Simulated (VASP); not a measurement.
# Bi2Te3 (P1) in VASP: single point with LDA

Aim: the single point of Bi2Te3 with LDA.

All numbers are computed with VASP 6.6.1; they aren't measurements. Logs are shortened: lines on timing, memory, paths and dates and some standing lists are left out, and cuts for length are marked.

### Step 1. The cell of the first run

The typed cell holds 5 atoms: a = 10.197 Å, b = 10.293 Å, c = 10.318 Å, α = 24.97°, β = 24.64°, γ = 24.90°.

### Step 2. Single point, LDA (equal xy, yz and zx shear strains of -2 %)

The input, INCAR:

```
  PREC = Accurate
  ENCUT = 520
  EDIFF = 1E-6
  ISMEAR = -1
  SIGMA = 0.08
  LREAL = False
  LASPH = True
  NELM = 60
  ALGO = Normal
  ISIF = 2
  LWAVE = False
  LCHARG = False
  GGA = CA
  NBANDS = 32
  KPAR = 4
```

The input, KPOINTS:

```
Automatic mesh
0
Gamma
  8 8 8
```

The input, POSCAR:

```
Bi2Te3
1.0
    2.0962837660      1.1535270809      9.9118341995
   -2.3207187418      1.1976971059      9.9560042246
   -0.0739651241     -2.6496242869      9.9721715759
Bi Te
2 3
Direct
    0.8120000000      0.8120000000      0.8120000000
    0.4020000000      0.4020000000      0.4020000000
    0.6110000000      0.6110000000      0.6110000000
    0.2000000000      0.2000000000      0.2000000000
    0.0000000000      0.0000000000      0.0000000000
```

Potentials or basis: VASP PAW LDA potentials, release 64 (Bi_d, Te).

Started as:

```console
> cat potpaw_LDA.64/Bi_d/POTCAR potpaw_LDA.64/Te/POTCAR > POTCAR
> mpirun -np 4 vasp_std > vasp.out
```

OUTCAR:

```text
PREC = Accurate
   ENCUT = 520
   EDIFF = 1E-6
   ISMEAR = -1
   LREAL = False
   LASPH = True
   NELM = 60
   ISIF = 2
   GGA = CA

 ion  position               nearest neighbor table
   1  0.812  0.812  0.812-   4 3.00   4 3.04   4 3.05   2 3.39   2 3.43   2 3.46
   2  0.402  0.402  0.402-   5 3.24   5 3.28   5 3.30   1 3.39   1 3.43   1 3.46
   3  0.611  0.611  0.611-   5 3.02   5 3.05   5 3.06   4 3.41   4 3.45   4 3.48
   4  0.200  0.200  0.200-   1 3.00   1 3.04   1 3.05   3 3.41   3 3.45   3 3.48
   5  0.000  0.000  0.000-   3 3.02   3 3.05   3 3.06   2 3.24   2 3.28   2 3.30

  LATTYP: Found a triclinic cell.
 ALAT       =     4.4174441860
 B/A-ratio  =     1.0085784349
 C/A-ratio  =     2.3082448792
 COS(alpha) =     0.0095113541
 COS(beta)  =     0.1947161538
 COS(gamma) =     0.5128311706

  Lattice vectors:

 A1 = (  -4.4170025078,   0.0441700250,   0.0441700251)
 A2 = (  -2.2467536177,   3.8473213928,  -0.0161673513)
 A3 = (  -2.0962837660,  -1.1535270809,  -9.9118341995)

Analysis of symmetry for initial positions (statically):
=====================================================================
 Subroutine PRICEL returns:
 Original cell was already a primitive cell.

 Routine SETGRP: Setting up the symmetry group for a
 triclinic supercell.

 Subroutine GETGRP returns: Found  1 space group operations
 (whereof  1 operations were pure point group operations)
 out of a pool of  2 trial point group operations.

The static configuration has the point symmetry C_1 .

Analysis of symmetry for dynamics (positions and initial velocities):
=====================================================================
 Subroutine PRICEL returns:
 Original cell was already a primitive cell.

 Routine SETGRP: Setting up the symmetry group for a
 triclinic supercell.

 Subroutine GETGRP returns: Found  1 space group operations
 (whereof  1 operations were pure point group operations)
 out of a pool of  2 trial point group operations.

The dynamic configuration has the point symmetry C_1 .

 Subroutine INISYM returns: Found  1 space group operations
 (whereof  1 operations are pure point group operations),
 and found     1 'primitive' translations

----------------------------------------------------------------------------------------

                                     Primitive cell

  volume of cell :     168.0090

  direct lattice vectors                    reciprocal lattice vectors
     2.096283766  1.153527081  9.911834199     0.228102778  0.133363171  0.037126713
    -2.320718742  1.197697106  9.956004225    -0.224784473  0.128788553  0.032552094
    -0.073965124 -2.649624287  9.972171576    -0.002302583 -0.261136002  0.030877667

  length of vectors
    10.196542922 10.292824392 10.318439109     0.266823922  0.261101875  0.262965290

  position of ions in fractional coordinates (direct lattice)
     0.812000000  0.812000000  0.812000000
     0.402000000  0.402000000  0.402000000
     0.611000000  0.611000000  0.611000000
     0.200000000  0.200000000  0.200000000
     0.000000000  0.000000000  0.000000000

  ion indices of the primitive-cell ions
   primitive index   ion index
                 1           1
                 2           2
                 3           3
                 4           4
                 5           5

----------------------------------------------------------------------------------------

 KPOINTS: Automatic mesh

Automatic generation of k-mesh.
 Grid dimensions read from file:
 generate k-points for:    8    8    8

 Generating k-lattice:

  Cartesian coordinates                     Fractional coordinates (reciprocal lattice)
     0.028512847  0.016670396  0.004640839     0.125000000 -0.000000000 -0.000000000
    -0.028098059  0.016098569  0.004069012     0.000000000  0.125000000  0.000000000
    -0.000287823 -0.032642000  0.003859708    -0.000000000 -0.000000000  0.125000000

  Length of vectors
     0.033352990  0.032637734  0.032870661

  Shift w.r.t. Gamma in fractional coordinates (k-lattice)
     0.000000000  0.000000000  0.000000000

 Subroutine IBZKPT returns following result:
 ===========================================

 Found    260 irreducible k-points:

 Following reciprocal coordinates:
            Coordinates               Weight
  0.000000  0.000000  0.000000      1.000000
  0.125000 -0.000000  0.000000      2.000000
  0.250000 -0.000000  0.000000      2.000000
  0.375000 -0.000000  0.000000      2.000000
  0.500000 -0.000000  0.000000      1.000000
  0.000000  0.125000  0.000000      2.000000
[... 16 lines left out ...]
  0.125000  0.375000  0.000000      2.000000
  0.250000  0.375000  0.000000      2.000000
 [... further k-points ...]
   k-points           NKPTS =    260   k-points in BZ     NKDIM =    260   number of bands    NBANDS=     32
   number of dos      NEDOS =    301   number of ions     NIONS =      5
   total plane-waves  NPLWV = 512000
   dimension x,y,z NGX =    80 NGY =   80 NGZ =   80
   dimension x,y,z NGXF=   160 NGYF=  160 NGZF=  160
   ions per type =               2   3
   NGX,Y,Z   is equivalent  to a cutoff of  13.04, 12.92, 12.89 a.u.
   NGXF,Y,Z  is equivalent  to a cutoff of  26.09, 25.84, 25.78 a.u.
 SYSTEM =  unknown system
   PREC   = accura    normal or accurate (medium, high low for compatibility)
   ISTART =      0    job   : 0-new  1-cont  2-samecut
   ICHARG =      2    charge: 1-file 2-atom 10-const
   ISPIN  =      1    spin polarized calculation?
   LNONCOLLINEAR =      F non collinear calculations
   LSORBIT =      F    spin-orbit coupling
   LASPH  =      T    aspherical Exc in radial PAW
   ENCUT  =  520.0 eV  38.22 Ry    6.18 a.u.  18.96 19.14 19.19*2*pi/ulx,y,z
   NELM   =     60;   NELMIN=  2; NELMDL= -5     # of ELM steps
   EDIFF  = 0.1E-05   stopping-criterion for ELM
   LREAL  =      F    real-space projection
   EDIFFG = 0.1E-04   stopping-criterion for IOM
   NSW    =      0    number of steps for IOM
   IBRION =     -1    ionic relax: 0-MD 1-quasi-New 2-CG
   NFREE  =      0    steps in history (QN), initial steepest desc. (CG)
   ISIF   =      2    stress and relaxation
   ISYM   =      2    0-nonsym 1-usesym 2-fastsym
   POTIM  = 0.5000    time-step for ionic-motion
   TEBEG  =    0.0;   TEEND  =   0.0 temperature during run
   PSTRESS=    0.0 pullay stress
   NELECT =      48.0000    total number of electrons
   NUPDOWN=      -1.0000    fix difference up-down
   EMIN   =  10.00;   EMAX   =-10.00  energy-range for DOS
   EFERMI =   0.00;   METHOD = LEGACY
   ISMEAR =    -1;   SIGMA  =   0.08  broadening in eV -4-tet -1-fermi 0-gaus
   EFERMI_NEDOS =   21; number of points for ismear=-14 and -15
   IALGO  =     38    algorithm
   IMIX   =      4    mixing-type and parameters
     AMIX     =   0.40;   BMIX     =  1.00
     AMIX_MAG =   1.60;   BMIX_MAG =  1.00
  volume/ion in A,a.u.               =      33.60       226.76
  Fermi-wavevector in a.u.,A,eV,Ry     =   1.078229  2.037558 15.817837  1.162578
  Thomas-Fermi vector in A             =   2.214162
   LORBIT       =      0    0 simple, 1 ext, 2 COOP (PROOUT), +10 PAW based schemes
   GGA     = CA    functional components
   LHFCALC =     F    Hartree Fock is set to
   AEXX    =    0.0000 exact exchange contribution
   IVDW    =     0    specifies the selected vdW correction
   LEPSILON=     F    determine dielectric tensor
   LRPA    =     F    only Hartree local field effects (RPA)
 non-spin polarized calculation
  energy-cutoff  :      520.00
  volume of cell :      168.01
 maximum number of plane-waves:      4544
 NGX is ok and might be reduce to    80
   NGX = 37   NGY = 39   NGZ = 39

 number of electron      48.0000001 magnetization

 Free energy of the ion-electron system (eV)
  ---------------------------------------------------
  ext. energy  EPLUGINS =         0.00000000
  ---------------------------------------------------
  free energy    TOTEN  =       -20.24884920 eV

  energy without entropy =      -20.21234039  energy(sigma->0) =      -20.23059480

 E-fermi :   6.2692     XC(G=0):  -9.6388

 val. band max:        6.2625117733   @ k =   0.1250   0.1250   0.1250
 cond. band min:       6.2730439053   @ k =   0.3750   0.3750   0.2500
 fundamental gap:      0.0105321320
 Fermi energy:         6.2691664569

 k-point     1 :       0.0000    0.0000    0.0000
  band No.  band energies     occupation
      1     -16.8084      2.00000
      2     -16.8062      2.00000
      3     -16.7795      2.00000
      4     -16.7747      2.00000
      5     -16.7711      2.00000
      6     -16.2393      2.00000
[... 24 lines left out ...]
     31      10.8723      0.00000
     32      11.1352      0.00000

 k-point     2 :       0.1250   -0.0000    0.0000
  band No.  band energies     occupation
      1     -16.8084      2.00000
      2     -16.8053      2.00000
      3     -16.7791      2.00000
      4     -16.7752      2.00000
      5     -16.7701      2.00000
      6     -16.2415      2.00000
[... 24 lines left out ...]
     31      10.4459      0.00000
     32      10.9650      0.00000

 k-point     3 :       0.2500   -0.0000    0.0000
  band No.  band energies     occupation
      1     -16.8100      2.00000
      2     -16.8022      2.00000
      3     -16.7777      2.00000
      4     -16.7765      2.00000
      5     -16.7671      2.00000
      6     -16.2461      2.00000
[... 24 lines left out ...]
     31       9.8534      0.00000
     32      11.5011      0.00000

 k-point     4 :       0.3750   -0.0000    0.0000
  band No.  band energies     occupation
      1     -16.8119      2.00000
      2     -16.7997      2.00000
      3     -16.7781      2.00000
      4     -16.7753      2.00000
      5     -16.7638      2.00000
      6     -16.2508      2.00000
[... 654 lines left out ...]
     31      10.1225      0.00000
     32      10.7043      0.00000

 k-point    23 :       0.1250    0.3750    0.0000
  band No.  band energies     occupation
      1     -16.8090      2.00000
      2     -16.8018      2.00000
      3     -16.7813      2.00000
      4     -16.7732      2.00000
      5     -16.7647      2.00000
      6     -16.2477      2.00000
[... 24 lines left out ...]
     31      10.4135      0.00000
     32      11.1365      0.00000

 k-point    24 :       0.2500    0.3750    0.0000
  band No.  band energies     occupation
      1     -16.8105      2.00000
      2     -16.8002      2.00000
      3     -16.7810      2.00000
      4     -16.7735      2.00000
      5     -16.7646      2.00000
      6     -16.2474      2.00000
[... 24 lines left out ...]
     31      10.2647      0.00000
     32      11.2590      0.00000

 [... further k-points ...]

------------------------ aborting loop because EDIFF is reached ----------------------------------------

  FORCE on cell =-STRESS in cart. coord.  units (eV):
  Direction    XX          YY          ZZ          XY          YZ          ZX
  --------------------------------------------------------------------------------------
  -------------------------------------------------------------------------------------
  Total       -1.8692159     -1.0831426     -2.6532928     -0.0027554      0.7222583      0.3162083
  in kB      -17.8253302    -10.3291308    -25.3024929     -0.0262762      6.8876437      3.0154449
  external PRESSURE =     -17.8189846 kB  Pullay stress =       0.0000000 kB

 VOLUME and BASIS-vectors are now :
 -----------------------------------------------------------------------------
  energy-cutoff  :      520.00
  volume of cell :      168.01
      direct lattice vectors                 reciprocal lattice vectors
     2.096283766  1.153527081  9.911834199     0.228102778  0.133363171  0.037126713
    -2.320718742  1.197697106  9.956004225    -0.224784473  0.128788553  0.032552094
    -0.073965124 -2.649624287  9.972171576    -0.002302583 -0.261136002  0.030877667

 POSITION                                       TOTAL-FORCE (eV/Angst)
 -----------------------------------------------------------------------------------
     -0.24230     -0.24230     24.23009        -0.046914     -0.103740     -0.766479
     -0.11996     -0.11996     11.99568         0.026549      0.032118     -0.427623
     -0.18232     -0.18232     18.23225        -0.002922     -0.037481     -0.645870
     -0.05968     -0.05968      5.96800         0.051946      0.129570      0.687692
      0.00000      0.00000      0.00000        -0.028658     -0.020468      1.152281
 -----------------------------------------------------------------------------------
    total drift:                                0.000017     -0.000131     -0.000367

  FREE ENERGIE OF THE ION-ELECTRON SYSTEM (eV)
  ---------------------------------------------------
  free  energy   TOTEN  =       -20.2488492045 eV

  energy  without entropy=      -20.2123403892  energy(sigma->0) =      -20.23059480
```

Run time: 37 min. Hardware: 4 MPI ranks of Oxide Virtual Turin-like, shared host; peak memory 1.5 GiB.

What came out:

* Free energy: -20.2488 eV
* Pressure: -1.8 GPa
* Largest force: 1.153 eV/Å
* Band gap on the k mesh: zero (bands 24 and 25 overlap by 0.31 eV)

Forces on the atoms (eV/Å):
```
Bi  -0.047 -0.104 -0.766
Bi   0.027  0.032 -0.428
Te  -0.003 -0.037 -0.646
Te   0.052  0.130  0.688
Te  -0.029 -0.020  1.152
```

Caveat: the cell differs from its parent crystal (equal xy, yz and zx shear strains of -2 %); spin-orbit coupling is left out, which moves the levels of the heavy elements; forces of over 1 eV/Å act on the atoms, so gaps and moduli don't describe the material at rest.
